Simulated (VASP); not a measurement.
# CuAu3 in VASP: a series of runs

The runs below take CuAu3 through single point, with PBEsol.

All numbers are computed with VASP 6.6.1; they aren't measurements. Logs are shortened: lines on timing, memory, paths and dates and some standing lists are left out, and cuts for length are marked.

## 1. The cell of the first run

It takes space group P4/mmm (No. 123, tetragonal). The conventional cell has a = 3.912 Å, b = 3.912 Å, c = 4.133 Å, α = 90.00°, β = 90.00°, γ = 90.00°. Cu (site symmetry 4/mmm) has 12 Au at 2.77 to 2.85 Å within 3.6 Å. Within 3.6 Å of Au (site symmetry 4/mmm) lie 4 Cu at 2.77 Å and 8 Au at 2.85 Å. Au (site symmetry mmm) has 8 Au at 2.77 to 2.85 Å and 4 Cu at 2.85 Å within 3.6 Å.

## 2. Single point, PBEsol (uniaxial strain along a: +4.0 %, then relaxed in part)

File INCAR:

```
SYSTEM = CuAu3
  ALGO = Fast
  EDIFF = 1E-7
  ENCUT = 520
  GGA = PS
  ISIF = 2
  ISMEAR = 0
  LASPH = .True.
  LCHARG = .False.
  LREAL = .False.
  LWAVE = .False.
  NBANDS = 30
  NELM = 80
  PREC = Accurate
  SIGMA = 0.1
```

File KPOINTS:

```
k-points
0
Gamma
  14 14 14
  0 0 0
```

File POSCAR:

```
CuAu3
1.0
    4.1332218187      0.0000000000      0.0000000000
    0.0000000000      3.9115333587      0.0000000000
    0.0000000000      0.0000000000      3.9115333587
Cu Au
1 3
Direct
    0.0000000000      0.0000000000      0.0000000000
    0.0000000000      0.5000000000      0.5000000000
    0.5000000000      0.0000000000      0.5000000000
    0.5000000000      0.5000000000      0.0000000000
```

Potentials or basis: VASP PAW PBE potentials, release 64 (Cu, Au).

Launch:

```bash
> cat potpaw_PBE.64/Cu/POTCAR potpaw_PBE.64/Au/POTCAR > POTCAR
> mpirun -np 1 vasp_std > vasp.out
```

OUTCAR:

```text
SYSTEM = CuAu3
   EDIFF = 1E-7
   ENCUT = 520
   GGA = PS
   ISIF = 2
   ISMEAR = 0
   LASPH = .True.
   LREAL = .False.
   NELM = 80
   PREC = Accurate

 ion  position               nearest neighbor table
   1  0.000  0.000  0.000-   2 2.77   2 2.77   2 2.77   2 2.77   3 2.85   4 2.85   4 2.85   3 2.85
                             3 2.85   4 2.85   3 2.85   4 2.85
   2  0.000  0.500  0.500-   1 2.77   1 2.77   1 2.77   1 2.77   4 2.85   4 2.85   3 2.85   3 2.85
                             3 2.85   4 2.85   4 2.85   3 2.85
   3  0.500  0.000  0.500-   4 2.77   4 2.77   4 2.77   4 2.77   2 2.85   2 2.85   1 2.85   1 2.85
                             1 2.85   2 2.85   1 2.85   2 2.85
   4  0.500  0.500  0.000-   3 2.77   3 2.77   3 2.77   3 2.77   2 2.85   1 2.85   1 2.85   2 2.85
                             1 2.85   2 2.85   2 2.85   1 2.85

  LATTYP: Found a simple tetragonal cell.
 ALAT       =     3.9115333587
 C/A-ratio  =     1.0566755898

  Lattice vectors:

 A1 = (   0.0000000000,   3.9115333587,   0.0000000000)
 A2 = (   0.0000000000,   0.0000000000,   3.9115333587)
 A3 = (   4.1332218187,   0.0000000000,   0.0000000000)

Analysis of symmetry for initial positions (statically):
=====================================================================
 Subroutine PRICEL returns:
 Original cell was already a primitive cell.

 Routine SETGRP: Setting up the symmetry group for a
 simple tetragonal supercell.

 Subroutine GETGRP returns: Found 16 space group operations
 (whereof 16 operations were pure point group operations)
 out of a pool of 16 trial point group operations.

The static configuration has the point symmetry D_4h.

Analysis of symmetry for dynamics (positions and initial velocities):
=====================================================================
 Subroutine PRICEL returns:
 Original cell was already a primitive cell.

 Routine SETGRP: Setting up the symmetry group for a
 simple tetragonal supercell.

 Subroutine GETGRP returns: Found 16 space group operations
 (whereof 16 operations were pure point group operations)
 out of a pool of 16 trial point group operations.

The dynamic configuration has the point symmetry D_4h.

 Subroutine INISYM returns: Found 16 space group operations
 (whereof 16 operations are pure point group operations),
 and found     1 'primitive' translations

----------------------------------------------------------------------------------------

                                     Primitive cell

  volume of cell :      63.2387

  direct lattice vectors                    reciprocal lattice vectors
     4.133221819  0.000000000  0.000000000     0.241942011  0.000000000  0.000000000
     0.000000000  3.911533359  0.000000000     0.000000000  0.255654217  0.000000000
     0.000000000  0.000000000  3.911533359     0.000000000  0.000000000  0.255654217

  length of vectors
     4.133221819  3.911533359  3.911533359     0.241942011  0.255654217  0.255654217

  position of ions in fractional coordinates (direct lattice)
     0.000000000  0.000000000  0.000000000
     0.000000000  0.500000000  0.500000000
     0.500000000  0.000000000  0.500000000
     0.500000000  0.500000000  0.000000000

  ion indices of the primitive-cell ions
   primitive index   ion index
                 1           1
                 2           2
                 3           3
                 4           4

----------------------------------------------------------------------------------------

 KPOINTS: k-points

Automatic generation of k-mesh.
 Grid dimensions read from file:
 generate k-points for:   14   14   14

 Generating k-lattice:

  Cartesian coordinates                     Fractional coordinates (reciprocal lattice)
     0.017281572  0.000000000  0.000000000     0.071428571  0.000000000  0.000000000
     0.000000000  0.018261016  0.000000000     0.000000000  0.071428571  0.000000000
     0.000000000  0.000000000  0.018261016     0.000000000  0.000000000  0.071428571

  Length of vectors
     0.017281572  0.018261016  0.018261016

  Shift w.r.t. Gamma in fractional coordinates (k-lattice)
     0.000000000  0.000000000  0.000000000

 Subroutine IBZKPT returns following result:
 ===========================================

 Found    288 irreducible k-points:

 Following reciprocal coordinates:
            Coordinates               Weight
  0.000000  0.000000  0.000000      1.000000
  0.071429  0.000000  0.000000      2.000000
  0.142857  0.000000  0.000000      2.000000
  0.214286  0.000000  0.000000      2.000000
  0.285714  0.000000  0.000000      2.000000
  0.357143  0.000000  0.000000      2.000000
[... 16 lines left out ...]
  0.428571  0.142857  0.000000      8.000000
  0.500000  0.142857  0.000000      4.000000
 [... further k-points ...]
   k-points           NKPTS =    288   k-points in BZ     NKDIM =    288   number of bands    NBANDS=     30
   number of dos      NEDOS =    301   number of ions     NIONS =      4
   total plane-waves  NPLWV =  28800
   dimension x,y,z NGX =    32 NGY =   30 NGZ =   30
   dimension x,y,z NGXF=    64 NGYF=   60 NGZF=   60
   ions per type =               1   3
   NGX,Y,Z   is equivalent  to a cutoff of  12.87, 12.75, 12.75 a.u.
   NGXF,Y,Z  is equivalent  to a cutoff of  25.74, 25.50, 25.50 a.u.
 SYSTEM =  CuAu3
   PREC   = accura    normal or accurate (medium, high low for compatibility)
   ISTART =      0    job   : 0-new  1-cont  2-samecut
   ICHARG =      2    charge: 1-file 2-atom 10-const
   ISPIN  =      1    spin polarized calculation?
   LNONCOLLINEAR =      F non collinear calculations
   LSORBIT =      F    spin-orbit coupling
   LASPH  =      T    aspherical Exc in radial PAW
   ENCUT  =  520.0 eV  38.22 Ry    6.18 a.u.   7.69  7.27  7.27*2*pi/ulx,y,z
   NELM   =     80;   NELMIN=  2; NELMDL= -5     # of ELM steps
   EDIFF  = 0.1E-06   stopping-criterion for ELM
   LREAL  =      F    real-space projection
   EDIFFG = 0.1E-05   stopping-criterion for IOM
   NSW    =      0    number of steps for IOM
   IBRION =     -1    ionic relax: 0-MD 1-quasi-New 2-CG
   NFREE  =      0    steps in history (QN), initial steepest desc. (CG)
   ISIF   =      2    stress and relaxation
   ISYM   =      2    0-nonsym 1-usesym 2-fastsym
   POTIM  = 0.5000    time-step for ionic-motion
   TEBEG  =    0.0;   TEEND  =   0.0 temperature during run
   PSTRESS=    0.0 pullay stress
   NELECT =      44.0000    total number of electrons
   NUPDOWN=      -1.0000    fix difference up-down
   EMIN   =  10.00;   EMAX   =-10.00  energy-range for DOS
   EFERMI =   0.00;   METHOD = LEGACY
   ISMEAR =     0;   SIGMA  =   0.10  broadening in eV -4-tet -1-fermi 0-gaus
   EFERMI_NEDOS =   21; number of points for ismear=-14 and -15
   IALGO  =     68    algorithm
   IMIX   =      4    mixing-type and parameters
     AMIX     =   0.40;   BMIX     =  1.00
     AMIX_MAG =   1.60;   BMIX_MAG =  1.00
  volume/ion in A,a.u.               =      15.81       106.69
  Fermi-wavevector in a.u.,A,eV,Ry     =   1.450657  2.741345 28.632185  2.104406
  Thomas-Fermi vector in A             =   2.568244
   LORBIT       =      0    0 simple, 1 ext, 2 COOP (PROOUT), +10 PAW based schemes
   GGA     = PS    functional components
   LHFCALC =     F    Hartree Fock is set to
   AEXX    =    0.0000 exact exchange contribution
   IVDW    =     0    specifies the selected vdW correction
   LEPSILON=     F    determine dielectric tensor
   LRPA    =     F    only Hartree local field effects (RPA)
 non-spin polarized calculation
 RMM-DIIS sequential band-by-band and
 Gauss-broadening in eV      SIGMA  =   0.10
  energy-cutoff  :      520.00
  volume of cell :       63.24
 maximum number of plane-waves:      1732
 NGX is ok and might be reduce to    32
   NGX = 15   NGY = 15   NGZ = 15

 number of electron      43.9999997 magnetization

 Free energy of the ion-electron system (eV)
  ---------------------------------------------------
  ext. energy  EPLUGINS =         0.00000000
  ---------------------------------------------------
  free energy    TOTEN  =       -16.17662072 eV

  energy without entropy =      -16.17138083  energy(sigma->0) =      -16.17400078

 E-fermi :   8.9870     XC(G=0): -12.8530

 val. band max:        8.9839023084   @ k =   0.0000   0.5000   0.5000
 cond. band min:       8.9898072491   @ k =   0.4286   0.5000   0.0000
 fundamental gap:      0.0059049407
 Fermi energy:         8.9870040511

 k-point     1 :       0.0000    0.0000    0.0000
  band No.  band energies     occupation
      1      -0.9806      2.00000
      2       1.4953      2.00000
      3       2.2515      2.00000
      4       2.3247      2.00000
      5       2.3687      2.00000
      6       2.3687      2.00000
[... 22 lines left out ...]
     29      18.7521      0.00000
     30      18.7521      0.00000

 k-point     2 :       0.0714    0.0000    0.0000
  band No.  band energies     occupation
      1      -0.9250      2.00000
      2       1.5272      2.00000
      3       2.2643      2.00000
      4       2.3317      2.00000
      5       2.4004      2.00000
      6       2.4004      2.00000
[... 22 lines left out ...]
     29      18.7005      0.00000
     30      18.7005      0.00000

 k-point     3 :       0.1429    0.0000    0.0000
  band No.  band energies     occupation
      1      -0.7601      2.00000
      2       1.6197      2.00000
      3       2.3012      2.00000
      4       2.3492      2.00000
      5       2.4949      2.00000
      6       2.4949      2.00000
[... 22 lines left out ...]
     29      18.4937      0.00000
     30      18.6165      0.00000

 k-point     4 :       0.2143    0.0000    0.0000
  band No.  band energies     occupation
      1      -0.4924      2.00000
      2       1.7618      2.00000
      3       2.3577      2.00000
      4       2.3673      2.00000
      5       2.6502      2.00000
      6       2.6502      2.00000
[... 616 lines left out ...]
     29      19.2329      0.00000
     30      19.9465      0.00000

 k-point    23 :       0.4286    0.1429    0.0000
  band No.  band energies     occupation
      1       0.9106      2.00000
      2       2.1673      2.00000
      3       2.5531      2.00000
      4       2.6606      2.00000
      5       3.3038      2.00000
      6       3.4361      2.00000
[... 22 lines left out ...]
     29      19.2266      0.00000
     30      20.2013      0.00000

 k-point    24 :       0.5000    0.1429    0.0000
  band No.  band energies     occupation
      1       1.1250      2.00000
      2       2.0557      2.00000
      3       2.6003      2.00000
      4       2.6816      2.00000
      5       3.4122      2.00000
      6       3.5534      2.00000
[... 22 lines left out ...]
     29      19.2208      0.00000
     30      20.1942      0.00000

 [... further k-points ...]
[... 5 lines left out ...]
  --------------------------------------------------------------------------------------
  -------------------------------------------------------------------------------------
  Total       -1.3182561     -0.0887001     -0.0887001     -0.0000000      0.0000000      0.0000000
  in kB      -33.3985468     -2.2472529     -2.2472529     -0.0000000      0.0000000      0.0000000
  external PRESSURE =     -12.6310175 kB  Pullay stress =       0.0000000 kB

 VOLUME and BASIS-vectors are now :
 -----------------------------------------------------------------------------
  energy-cutoff  :      520.00
  volume of cell :       63.24
      direct lattice vectors                 reciprocal lattice vectors
     4.133221819  0.000000000  0.000000000     0.241942011  0.000000000  0.000000000
     0.000000000  3.911533359  0.000000000     0.000000000  0.255654217  0.000000000
     0.000000000  0.000000000  3.911533359     0.000000000  0.000000000  0.255654217

 POSITION                                       TOTAL-FORCE (eV/Angst)
 -----------------------------------------------------------------------------------
      0.00000      0.00000      0.00000         0.000000      0.000000      0.000000
      0.00000      1.95577      1.95577         0.000000      0.000000      0.000000
      2.06661      0.00000      1.95577         0.000000      0.000000      0.000000
      2.06661      1.95577      0.00000         0.000000      0.000000      0.000000
 -----------------------------------------------------------------------------------
    total drift:                                0.000000     -0.000000     -0.000000

  FREE ENERGIE OF THE ION-ELECTRON SYSTEM (eV)
  ---------------------------------------------------
  free  energy   TOTEN  =       -16.1766207212 eV

  energy  without entropy=      -16.1713808319  energy(sigma->0) =      -16.17400078
```

It took 17 min on 1 thread of Intel Xeon 8259CL, shared host; peak memory 0.55 GiB.

What came out:

- Free energy: -16.1766 eV
- Pressure: -1.3 GPa
- Band gap on the k mesh: zero (bands 22 and 23 overlap by 1.97 eV)

Caveat: the cell differs from its parent crystal (uniaxial strain along a: +4.0 %, then relaxed in part); the PAW data sets were made with another functional, which shifts forces and pressure a little; spin-orbit coupling is left out, which moves the levels of the heavy elements.

(Continued in part 2 of 2.)

The gap in the log of VASP goes by the Fermi energy; the results here count the filled bands.